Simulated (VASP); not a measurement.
Set up this calculation in VASP 6.6.1, as the native input.

| Item | Value |
| --- | --- |
| Task | single point |
| Functional | r2SCAN |
| Potentials or basis | VASP PAW PBE potentials, release 64 (Ti_sv) |
| Cutoff | 520 eV |
| k mesh | 26 × 26 × 26 |
| Occupations | gaussian, width 0.15 eV |
| Spin | no spin polarisation |
| Dipole correction | no |
| Further INCAR settings | ALGO = Normal; EDIFF = 1e-06; NBANDS = 12 |

Crystal: Ti.

```
Ti
1.0
    -1.66654    1.66654    1.62589
     1.66654   -1.66654    1.62589
     1.66654    1.66654   -1.62589
Ti
1
Direct
  0.00000 0.00000 0.00000
```

This cell differs from its parent crystal: strain +0.025 along x and y, +0.000 along z.

One way to write it, as run:

POSCAR

```
Ti
1.0
   -1.6665422425      1.6665422425      1.6258948707
    1.6665422425     -1.6665422425      1.6258948707
    1.6665422425      1.6665422425     -1.6258948707
Ti
1
Direct
    0.0000000000      0.0000000000      0.0000000000
```

INCAR.step1

```
ALGO     = Normal         # electronic algorithm
EDIFF    = 1E-4           # SCF threshold, eV
ENCUT    = 520            # plane-wave cutoff, eV
GGA      = PE             # functional
ISMEAR   = 0              # smearing method
LASPH    = True           # aspherical terms in the spheres
LCHARG   = False          # write CHGCAR
LREAL    = False          # projectors in reciprocal space
LWAVE    = True           # write WAVECAR
NBANDS   = 12             # bands
NELM     = 80             # most SCF steps
PREC     = Accurate       # precision mode
SIGMA    = 0.15           # smearing width, eV
```

INCAR.step2

```
ALGO     = Normal         # electronic algorithm
EDIFF    = 1E-6           # SCF threshold, eV
ENCUT    = 520            # plane-wave cutoff, eV
ISIF     = 2              # what is computed and relaxed
ISMEAR   = 0              # smearing method
ISTART   = 1            
LASPH    = True           # aspherical terms in the spheres
LCHARG   = True           # write CHGCAR
LELF     = True           # ELF
LMIXTAU  = True         
LREAL    = False          # projectors in reciprocal space
LVHAR    = True         
LWAVE    = False          # write WAVECAR
METAGGA  = R2SCAN         # meta-GGA
NBANDS   = 12             # bands
NELM     = 80             # most SCF steps
PREC     = Accurate       # precision mode
SIGMA    = 0.15           # smearing width, eV
```

KPOINTS

```
k-points
0
Gamma
  26 26 26
```

Potentials or basis: VASP PAW PBE potentials, release 64 (Ti_sv).

The run is started by

```console
$ cat potpaw_PBE.64/Ti_sv/POTCAR > POTCAR
$ cp INCAR.step1 INCAR
$ mpirun -np 1 vasp_std > vasp.out
$ cp INCAR.step2 INCAR
$ mpirun -np 1 vasp_std > vasp.out
```

It gave:

```yaml
Pressure: -4.7 GPa
Band_gap_on_the_k_mesh: zero (bands 6 and 7 overlap by 1.74 eV)
```

Caveat: the cell differs from its parent crystal (strain +0.025 along x and y, +0.000 along z); the cell stands under tension; the PAW data sets were made with another functional, which shifts forces and pressure a little.

Run time: 9.7 min on 1 thread of Intel(R) Xeon(R) Platinum 8488C (Sapphire Rapids) (shared host), peak memory 0.38 GiB.
